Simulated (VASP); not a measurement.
# KCdCO3F (P-6c2) in VASP: single point with PBE

Aim: the single point of KCdCO3F with PBE.

Everything below comes from runs of VASP 6.6.1. Logs are shortened: lines on timing, memory, paths and dates and some standing lists are left out, and cuts for length are marked.

### 1 The cell of the first run

It takes space group P-6c2 (No. 188, hexagonal). The conventional cell has a = 5.232 Å, b = 5.232 Å, c = 9.069 Å, α = 90.00°, β = 90.00°, γ = 120.00°. Within 3.8 Å of K (site symmetry 32) lie 6 O at 2.90 Å and 3 F at 3.02 Å and 6 C at 3.78 Å and 6 Cd at 3.78 Å. Cd (site symmetry -6) has 6 O at 2.26 to 3.00 Å and 2 F at 2.27 Å and 3 C at 3.02 Å within 3.1 Å. Within 1.7 Å of C (site symmetry -6) lie 3 O at 1.30 Å. O (site symmetry m) has 1 C at 1.30 Å within 1.7 Å. F (site symmetry 32) has 2 Cd at 2.27 Å and 3 K at 3.02 Å and 6 O at 3.20 Å within 3.3 Å.

### 2 Single point, PBE

INCAR

```
ALGO = Normal
EDIFF = 1E-6
ENCUT = 520
GGA = PE
ISIF = 2
ISMEAR = -1
LASPH = True
LCHARG = False
LREAL = False
LWAVE = False
NBANDS = 63
NELM = 100
PREC = Accurate
SIGMA = 0.02
```

KPOINTS

```
k-points
0
Gamma
  6 6 4
```

POSCAR

```
KCdCO3F
1.0
    5.2320701416      0.0000000000      0.0000000000
   -2.6160350708      4.5311056570      0.0000000000
    0.0000000000      0.0000000000      9.0688355610
K Cd C O F
2 2 2 6 2
Direct
    0.6666666667      0.3333333333      0.5000000000
    0.6666666667      0.3333333333      0.0000000000
    0.0000000000      0.0000000000      0.2500000000
    0.0000000000      0.0000000000      0.7500000000
    0.3333333333      0.6666666667      0.2500000000
    0.3333333333      0.6666666667      0.7500000000
    0.4001993290      0.9410445899      0.2500000000
    0.5408452609      0.5998006710      0.2500000000
    0.0589554101      0.4591547391      0.2500000000
    0.0589554101      0.5998006710      0.7500000000
    0.4001993290      0.4591547391      0.7500000000
    0.5408452609      0.9410445899      0.7500000000
    0.0000000000      0.0000000000      0.5000000000
    0.0000000000      0.0000000000      0.0000000000
```

Potentials or basis: VASP PAW PBE potentials, release 64 (K_sv, Cd, C, O, F).

Started as:

```bash
cat potpaw_PBE.64/K_sv/POTCAR potpaw_PBE.64/Cd/POTCAR potpaw_PBE.64/C/POTCAR potpaw_PBE.64/O/POTCAR potpaw_PBE.64/F/POTCAR > POTCAR
mpirun -np 1 vasp_std > vasp.out
```

OUTCAR:

```text
EDIFF = 1E-6
   ENCUT = 520
   GGA = PE
   ISIF = 2
   ISMEAR = -1
   LASPH = True
   LREAL = False
   NELM = 100
   PREC = Accurate

 ion  position               nearest neighbor table
   1  0.667  0.333  0.500-   3 3.78   4 3.78   3 3.78   4 3.78   3 3.78   4 3.78
   2  0.667  0.333  0.000-   3 3.78   4 3.78   3 3.78   4 3.78   3 3.78   4 3.78
   3  0.000  0.000  0.250-   9 2.26   8 2.26   7 2.26  13 2.27  14 2.27   2 3.78   1 3.78   1 3.78
                             2 3.78   2 3.78   1 3.78
   4  0.000  0.000  0.750-  11 2.26  10 2.26  12 2.26  13 2.27  14 2.27   2 3.78   1 3.78   1 3.78
                             2 3.78   2 3.78   1 3.78
   5  0.333  0.667  0.250-   7 1.30   9 1.30   8 1.30
   6  0.333  0.667  0.750-  10 1.30  12 1.30  11 1.30
   7  0.400  0.941  0.250-   5 1.30   3 2.26
   8  0.541  0.600  0.250-   5 1.30   3 2.26
   9  0.059  0.459  0.250-   5 1.30   3 2.26
  10  0.059  0.600  0.750-   6 1.30   4 2.26
  11  0.400  0.459  0.750-   6 1.30   4 2.26
  12  0.541  0.941  0.750-   6 1.30   4 2.26
  13  0.000  0.000  0.500-   3 2.27   4 2.27
  14  0.000  0.000  0.000-   3 2.27   4 2.27

  LATTYP: Found a hexagonal cell.
 ALAT       =     5.2320701416
 C/A-ratio  =     1.7333168928

  Lattice vectors:

 A1 = (   5.2320701416,   0.0000000000,   0.0000000000)
 A2 = (  -2.6160350708,   4.5311056570,   0.0000000000)
 A3 = (   0.0000000000,   0.0000000000,   9.0688355610)

Analysis of symmetry for initial positions (statically):
=====================================================================
 Subroutine PRICEL returns:
 Original cell was already a primitive cell.

 Routine SETGRP: Setting up the symmetry group for a
 hexagonal supercell.

 Subroutine GETGRP returns: Found 12 space group operations
 (whereof  6 operations were pure point group operations)
 out of a pool of 24 trial point group operations.

The static configuration has the point symmetry D_3 .
 The point group associated with its full space group is D_3h.

Analysis of symmetry for dynamics (positions and initial velocities):
=====================================================================
 Subroutine PRICEL returns:
 Original cell was already a primitive cell.

 Routine SETGRP: Setting up the symmetry group for a
 hexagonal supercell.

 Subroutine GETGRP returns: Found 12 space group operations
 (whereof  6 operations were pure point group operations)
 out of a pool of 24 trial point group operations.

The dynamic configuration has the point symmetry D_3 .
 The point group associated with its full space group is D_3h.

 Subroutine INISYM returns: Found 12 space group operations
 (whereof  6 operations are pure point group operations),
 and found     1 'primitive' translations

----------------------------------------------------------------------------------------

                                     Primitive cell

  volume of cell :     214.9955

  direct lattice vectors                    reciprocal lattice vectors
     5.232070142  0.000000000  0.000000000     0.191128936  0.110348343  0.000000000
    -2.616035071  4.531105657  0.000000000     0.000000000  0.220696685  0.000000000
     0.000000000  0.000000000  9.068835561     0.000000000  0.000000000  0.110267740

  length of vectors
     5.232070142  5.232070142  9.068835561     0.220696685  0.220696685  0.110267740

  position of ions in fractional coordinates (direct lattice)
     0.666666667  0.333333333  0.500000000
     0.666666667  0.333333333  0.000000000
     0.000000000  0.000000000  0.250000000
     0.000000000  0.000000000  0.750000000
     0.333333333  0.666666667  0.250000000
     0.333333333  0.666666667  0.750000000
     0.400199329  0.941044590  0.250000000
     0.540845261  0.599800671  0.250000000
     0.058955410  0.459154739  0.250000000
     0.058955410  0.599800671  0.750000000
     0.400199329  0.459154739  0.750000000
     0.540845261  0.941044590  0.750000000
     0.000000000  0.000000000  0.500000000
     0.000000000  0.000000000  0.000000000

  ion indices of the primitive-cell ions
   primitive index   ion index
                 1           1
                 2           2
                 3           3
                 4           4
                 5           5
                 6           6
                 7           7
                 8           8
                 9           9
                10          10
                11          11
                12          12
                13          13
                14          14

----------------------------------------------------------------------------------------

 KPOINTS: k-points

Automatic generation of k-mesh.
 Grid dimensions read from file:
 generate k-points for:    6    6    4

 Generating k-lattice:

  Cartesian coordinates                     Fractional coordinates (reciprocal lattice)
     0.031854823  0.018391390  0.000000000     0.166666667  0.000000000  0.000000000
     0.000000000  0.036782781  0.000000000     0.000000000  0.166666667  0.000000000
     0.000000000  0.000000000  0.027566935     0.000000000  0.000000000  0.250000000

  Length of vectors
     0.036782781  0.036782781  0.027566935

  Shift w.r.t. Gamma in fractional coordinates (k-lattice)
     0.000000000  0.000000000  0.000000000

 Subroutine IBZKPT returns following result:
 ===========================================

 Found     21 irreducible k-points:

 Following reciprocal coordinates:
            Coordinates               Weight
  0.000000  0.000000  0.000000      1.000000
  0.166667 -0.000000  0.000000      6.000000
  0.333333 -0.000000  0.000000      6.000000
  0.500000 -0.000000  0.000000      3.000000
  0.166667  0.166667  0.000000      6.000000
  0.333333  0.166667  0.000000     12.000000
[... 13 lines left out ...]
  0.333333  0.166667  0.500000     12.000000
  0.333333  0.333333  0.500000      2.000000
   k-points           NKPTS =     21   k-points in BZ     NKDIM =     21   number of bands    NBANDS=     63
   number of dos      NEDOS =    301   number of ions     NIONS =     14
   total plane-waves  NPLWV = 112000
   dimension x,y,z NGX =    40 NGY =   40 NGZ =   70
   dimension x,y,z NGXF=    80 NGYF=   80 NGZF=  140
   ions per type =               2   2   2   6   2
   NGX,Y,Z   is equivalent  to a cutoff of  12.71, 12.71, 12.83 a.u.
   NGXF,Y,Z  is equivalent  to a cutoff of  25.42, 25.42, 25.66 a.u.
 SYSTEM =  unknown system
   PREC   = accura    normal or accurate (medium, high low for compatibility)
   ISTART =      0    job   : 0-new  1-cont  2-samecut
   ICHARG =      2    charge: 1-file 2-atom 10-const
   ISPIN  =      1    spin polarized calculation?
   LNONCOLLINEAR =      F non collinear calculations
   LSORBIT =      F    spin-orbit coupling
   LASPH  =      T    aspherical Exc in radial PAW
   ENCUT  =  520.0 eV  38.22 Ry    6.18 a.u.   9.73  9.73 16.86*2*pi/ulx,y,z
   NELM   =    100;   NELMIN=  2; NELMDL= -5     # of ELM steps
   EDIFF  = 0.1E-05   stopping-criterion for ELM
   LREAL  =      F    real-space projection
[... 7 lines left out ...]
   TEBEG  =    0.0;   TEEND  =   0.0 temperature during run
   PSTRESS=    0.0 pullay stress
   NELECT =     100.0000    total number of electrons
   NUPDOWN=      -1.0000    fix difference up-down
   EMIN   =  10.00;   EMAX   =-10.00  energy-range for DOS
   EFERMI =   0.00;   METHOD = LEGACY
   ISMEAR =    -1;   SIGMA  =   0.02  broadening in eV -4-tet -1-fermi 0-gaus
   EFERMI_NEDOS =   21; number of points for ismear=-14 and -15
   IALGO  =     38    algorithm
   IMIX   =      4    mixing-type and parameters
     AMIX     =   0.40;   BMIX     =  1.00
     AMIX_MAG =   1.60;   BMIX_MAG =  1.00
  volume/ion in A,a.u.               =      15.36       103.63
  Fermi-wavevector in a.u.,A,eV,Ry     =   1.268426  2.396977 21.890469  1.608904
  Thomas-Fermi vector in A             =   2.401521
   LORBIT       =      0    0 simple, 1 ext, 2 COOP (PROOUT), +10 PAW based schemes
   GGA     = PE    functional components
   LHFCALC =     F    Hartree Fock is set to
   AEXX    =    0.0000 exact exchange contribution
   IVDW    =     0    specifies the selected vdW correction
   LEPSILON=     F    determine dielectric tensor
   LRPA    =     F    only Hartree local field effects (RPA)
 non-spin polarized calculation
  energy-cutoff  :      520.00
  volume of cell :      215.00
 maximum number of plane-waves:      5814
 NGX is ok and might be reduce to    40
   NGX = 19   NGY = 19   NGZ = 33

 number of electron     100.0000000 magnetization

 number of electron      99.9999979 magnetization

 Free energy of the ion-electron system (eV)
  ---------------------------------------------------
  ext. energy  EPLUGINS =         0.00000000
  ---------------------------------------------------
  free energy    TOTEN  =       -80.14586322 eV

  energy without entropy =      -80.14586322  energy(sigma->0) =      -80.14586322

 E-fermi :  -0.1310     XC(G=0):  -8.9365

 val. band max:       -0.6403931462   @ k =   0.5000  -0.0000   0.0000
 cond. band min:       2.4208412660   @ k =   0.0000   0.0000   0.0000
 fundamental gap:      3.0612344122
 Fermi energy:        -0.1310013830

 k-point     1 :       0.0000    0.0000    0.0000
  band No.  band energies     occupation
      1     -28.3745      2.00000
      2     -28.3701      2.00000
      3     -22.2029      2.00000
      4     -22.1985      2.00000
      5     -21.5293      2.00000
      6     -21.4770      2.00000
[... 54 lines left out ...]
     61       8.6566      0.00000
     62       8.7264      0.00000

 k-point     2 :       0.1667   -0.0000    0.0000
  band No.  band energies     occupation
      1     -28.3740      2.00000
      2     -28.3698      2.00000
      3     -22.1929      2.00000
      4     -22.1879      2.00000
      5     -21.5327      2.00000
      6     -21.4779      2.00000
[... 54 lines left out ...]
     61       8.5498      0.00000
     62       8.7996      0.00000

 k-point     3 :       0.3333   -0.0000    0.0000
  band No.  band energies     occupation
      1     -28.3731      2.00000
      2     -28.3691      2.00000
      3     -22.1722      2.00000
      4     -22.1665      2.00000
      5     -21.5397      2.00000
      6     -21.4801      2.00000
[... 1159 lines left out ...]
     61       8.2461      0.00000
     62       8.3190      0.00000

 k-point    21 :       0.3333    0.3333    0.5000
  band No.  band energies     occupation
      1     -28.3705      2.00000
      2     -28.3705      2.00000
      3     -22.1532      2.00000
      4     -22.1532      2.00000
      5     -21.5142      2.00000
      6     -21.5142      2.00000
[... 54 lines left out ...]
     61       7.9853      0.00000
     62       7.9853      0.00000
 [bands above 62 left out]

------------------------ aborting loop because EDIFF is reached ----------------------------------------

  FORCE on cell =-STRESS in cart. coord.  units (eV):
  Direction    XX          YY          ZZ          XY          YZ          ZX
  --------------------------------------------------------------------------------------
  -------------------------------------------------------------------------------------
  Total        1.2699821      1.2699821      0.3515291      0.0000000      0.0000000      0.0000000
  in kB        9.4640907      9.4640907      2.6196461      0.0000000      0.0000000      0.0000000
  external PRESSURE =       7.1826092 kB  Pullay stress =       0.0000000 kB

 VOLUME and BASIS-vectors are now :
 -----------------------------------------------------------------------------
  energy-cutoff  :      520.00
  volume of cell :      215.00
      direct lattice vectors                 reciprocal lattice vectors
     5.232070142  0.000000000  0.000000000     0.191128936  0.110348343  0.000000000
    -2.616035071  4.531105657  0.000000000     0.000000000  0.220696685  0.000000000
     0.000000000  0.000000000  9.068835561     0.000000000  0.000000000  0.110267740

 POSITION                                       TOTAL-FORCE (eV/Angst)
 -----------------------------------------------------------------------------------
      2.61604      1.51037      4.53442         0.000000      0.000000     -0.000000
      2.61604      1.51037      0.00000         0.000000      0.000000     -0.000000
      0.00000      0.00000      2.26721         0.000000      0.000000      0.000000
      0.00000      0.00000      6.80163         0.000000      0.000000      0.000000
     -0.00000      3.02074      2.26721         0.000000      0.000000     -0.000000
     -0.00000      3.02074      6.80163         0.000000      0.000000     -0.000000
     -0.36793      4.26397      2.26721        -0.029812      0.227025     -0.000000
      1.26064      2.71776      2.26721         0.211515     -0.087694     -0.000000
     -0.89271      2.08048      2.26721        -0.181703     -0.139330     -0.000000
     -1.26064      2.71776      6.80163        -0.211515     -0.087694     -0.000000
      0.89271      2.08048      6.80163         0.181703     -0.139330     -0.000000
      0.36793      4.26397      6.80163         0.029812      0.227025     -0.000000
      0.00000      0.00000      4.53442         0.000000      0.000000     -0.000000
      0.00000      0.00000      0.00000         0.000000      0.000000     -0.000000
 -----------------------------------------------------------------------------------
    total drift:                                0.000000     -0.000000      0.000000

  FREE ENERGIE OF THE ION-ELECTRON SYSTEM (eV)
  ---------------------------------------------------
  free  energy   TOTEN  =       -80.1458632248 eV

  energy  without entropy=      -80.1458632248  energy(sigma->0) =      -80.14586322
```

It took 9.4 min on 1 thread of AMD EPYC, shared host; peak memory 0.45 GiB.

What came out:

```
Free energy            : -80.1459 eV
Pressure               : 0.7 GPa
Largest force          : 0.229 eV/Å
Band gap on the k mesh : 3.06 eV (least direct gap 3.07 eV)
```

Forces in eV/Å, atoms in the order of the input:
```
K    0.000  0.000  0.000
K    0.000  0.000  0.000
Cd   0.000  0.000  0.000
Cd   0.000  0.000  0.000
C    0.000  0.000  0.000
C    0.000  0.000  0.000
O   -0.030  0.227  0.000
O    0.212 -0.088  0.000
O   -0.182 -0.139  0.000
O   -0.212 -0.088  0.000
O    0.182 -0.139  0.000
O    0.030  0.227  0.000
F    0.000  0.000  0.000
F    0.000  0.000  0.000
```
